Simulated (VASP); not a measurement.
InSe:

```
In Se
1.0
     2.00000    1.15470    8.44000
    -2.00000    1.15470    8.44000
     0.00000   -2.30940    8.44000
In Se
2 2
Cartesian
  0.0000 0.0000 0.0000
  0.0000 0.0000 2.8206
  0.0000 0.0000 15.6098
  0.0000 0.0000 20.9675
```

Program: VASP 6.6.1. Alike in all runs: task single point; no spin polarisation; cell as given; k mesh 6 × 6 × 6; cutoff (eV) 520; smearing gaussian 0.01 eV.

Question: Order these runs on this cell by their pressure, lowest first.
A. level BLYP; potentials or basis VASP PAW PBE potentials, release 64 (In_d, Se)
B. level LDA; potentials or basis VASP PAW LDA potentials, release 64 (In_d, Se)
C. level PBEsol; potentials or basis VASP PAW PBE potentials, release 64 (In_d, Se)

Answer: B (-1.3 GPa), C (0.2 GPa), A (5.8 GPa).

Caveats: the PAW data sets were made with another functional, which shifts forces and pressure a little (some runs).
